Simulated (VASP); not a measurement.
AlN (rocksalt type):

```xyz
2
Lattice="0.0000 2.1544 2.1544 2.1544 0.0000 2.1544 2.1544 2.1544 0.0000" Properties=species:S:1:pos:R:3 pbc="T T T"
Al    0.0000    0.0000    0.0000
N     2.1544    2.1544    2.1544
```

```yaml
Program: VASP 6.6.1
Task: relaxation of cell and atoms
Functional: PBEsol
Potentials_or_basis: VASP PAW PBE potentials, release 64 (Al, N)
Cutoff: 600 eV
k_mesh: 17 × 17 × 17
Occupations: fermi-dirac, width 0.1 eV
Spin: no spin polarisation
```

At the start: pressure -34.2 GPa; volume 10.00 Å³/atom.

Problem. Where does the relaxation end?

Solution. Over 6 steps the energy falls by 217.7 meV/atom and the volume is 8.27 Å³/atom (-17.3 %); space group Fm-3m (No. 225, to 0.05 Å).

The path:
```tsv
step	energy change (eV)	largest force (eV/Å)	pressure (GPa)	volume (Å³)
1	0.0000	0.0000	-34.20	20.00
2	-0.1608	0.0000	46.99	14.44
3	-0.4352	0.0000	-0.81	16.58
4	-0.4354	0.0000	0.21	16.52
5	-0.4354	0.0000	-0.17	16.54
6	-0.4354	0.0000	0.00	16.53
```

Final structure:
```yaml
crystal:
  lattice:
    - [0.00000, 2.02190, 2.02190]
    - [2.02190, 0.00000, 2.02190]
    - [2.02190, 2.02190, 0.00000]
  atoms:
    - { symbol: Al, position: [0.00000, 0.00000, 0.00000] }
    - { symbol: N, position: [0.50000, 0.50000, 0.50000] }
```

Caveat: the volume moved by over 15 % at a fixed basis, so the end points are rough; the PAW data sets were made with another functional, which shifts forces and pressure a little.
